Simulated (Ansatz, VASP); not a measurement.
TiO2: VASP beside Ansatz

The input INCAR:

```
PREC = Accurate
ENCUT = 520
EDIFF = 1E-6
ISMEAR = 0
SIGMA = 0.05
LREAL = False
LASPH = True
NELM = 60
ALGO = Normal
ISIF = 2
LWAVE = False
LCHARG = False
GGA = PS
NBANDS = 33
```

File KPOINTS:

```
Automatic mesh
0
Gamma
  6 6 10
```

The input POSCAR:

```
TiO2
1.0
    4.5912476203      0.0000000000      0.0000000000
    0.0000000000      4.5912476203      0.0000000000
    0.0000000000      0.0000000000      2.9389940195
Ti O
2 4
Direct
   -0.0100695628      0.0100695628      0.0257452908
    0.5000000000      0.5000000000      0.5000000000
    0.3044387440      0.3044387440      0.0000000000
    0.1955612560      0.8044387440      0.5000000000
    0.6955612560      0.6955612560      0.0000000000
    0.8044387440      0.1955612560      0.5000000000
```

Input for Ansatz:

```yaml
crystal:
  lattice:
    - [4.5912476203, 0.0, 0.0]
    - [0.0, 4.5912476203, 0.0]
    - [0.0, 0.0, 2.9389940195]
  atoms:
    - { symbol: Ti, position: [-0.0100695628, 0.0100695628, 0.0257452908] }
    - { symbol: Ti, position: [0.5, 0.5, 0.5] }
    - { symbol: O, position: [0.304438744, 0.304438744, 0.0] }
    - { symbol: O, position: [0.195561256, 0.804438744, 0.5] }
    - { symbol: O, position: [0.695561256, 0.695561256, 0.0] }
    - { symbol: O, position: [0.804438744, 0.195561256, 0.5] }
basis:
  ecutwfc: 420
kpoints:
  mp_grid: { grid: [6, 6, 10] }
hamiltonian:
  xc: pbesol
scf:
  occupations: { method: gaussian, width: 0.05 }
output:
  forces: true
  stress: true
  eigenvalues: true
```

Alike in both runs: task single point; functional PBEsol; k mesh 6 × 6 × 10; occupations gaussian, width 0.05 eV; no spin polarisation.

|  | VASP | Ansatz |
| --- | --- | --- |
| version | VASP 6.6.1 | Ansatz 0.2.0 |
| potentials or method | VASP PAW PBE potentials, release 64 (Ti_sv, O), cutoff 520 eV | scalar-relativistic, plane waves, PAW |
| valence electrons in the cell | 48 | 48 |

VASP gave:

- gap on the k mesh at the Fermi level (eV): 1.82
- least direct gap on the mesh (eV): 1.85
- pressure (GPa): 1.4
- traceless stress, the component that is largest in VASP (GPa): 0.99
- rms of the force components (eV/Å): 0.436

**Question.** Which values does Ansatz return?

**Answer.** gap on the k mesh at the Fermi level (eV): 1.85; least direct gap on the mesh (eV): 1.88; pressure (GPa): 0.7; traceless stress, the component that is largest in VASP (GPa): 0.96; rms of the force components (eV/Å): 0.428.

VASP's potentials were made for PBE, not for PBEsol. Atom by atom the forces differ by 0.018 eV/Å (rms over components). With one functional, cell and mesh, what is left measures potentials, basis and numerics.
